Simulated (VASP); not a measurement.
A run of VASP 6.6.1 is set up as follows.

Contents of INCAR:

```
PREC = Accurate ; ENCUT = 400
EDIFF = 1E-6 ; ISMEAR = -1
SIGMA = 0.1861 ; LREAL = Auto
LASPH = T ; NELM = 120
ALGO = Normal ; ISIF = 2
LWAVE = F ; LCHARG = T
GGA = PE ; LELF = T
LVHAR = T ; ISYM = -1
NBANDS = 110 ; GGA_COMPAT = F
```

The input KPOINTS:

```
explicit points
1
Reciprocal
  0.25000000   0.25000000   0.25000000 1
```

POSCAR

```
Zr2Nb3Cu3
1.0
    6.8185840000      0.0521060000     -0.0543080000
    0.0521060000      6.6479630000     -0.2149050000
   -0.0543080000     -0.2149050000      6.4861440000
Nb Cu Zr
6 6 4
Direct
    0.8081483600      0.8533133920      0.3011015845
    0.0624785348      0.5384051385      0.5522809917
    0.8136504203      0.8811566629      0.7332121673
    0.0685963676      0.0649241982      0.9678506777
    0.2954073918      0.7532505271      0.7549714112
    0.7811663016      0.2386243075      0.1960448514
    0.3271970428      0.3268817350      0.8502250237
    0.0758042800      0.1068312450      0.4639353285
    0.5913063553      0.6184024904      0.0019984837
    0.3578190346      0.2143527203      0.1651728527
   -0.0297934799      0.6401265059      0.9580740672
    0.5317816812      0.0220839469      0.9255684040
    0.4464657172     -0.0085885517      0.4334993083
    0.7688899152      0.2494638034      0.7456918767
    0.3067865761      0.6444043846      0.2138243754
    0.5987052314      0.5336960236      0.4792236231
```

Potentials or basis: VASP PAW PBE potentials, release 64 (Nb_sv, Cu, Zr_sv).

Command:

```sh
$ cat potpaw_PBE.64/Nb_sv/POTCAR potpaw_PBE.64/Cu/POTCAR potpaw_PBE.64/Zr_sv/POTCAR > POTCAR
$ mpirun -np 1 vasp_std > vasp.out
```

(1) What does it give for the pressure?

(2) What does it give for the largest force?

## Answers

(1) 1.7 GPa.

(2) 3.705 eV/Å.

Caveat: the atoms stand as in a frame of molecular dynamics.
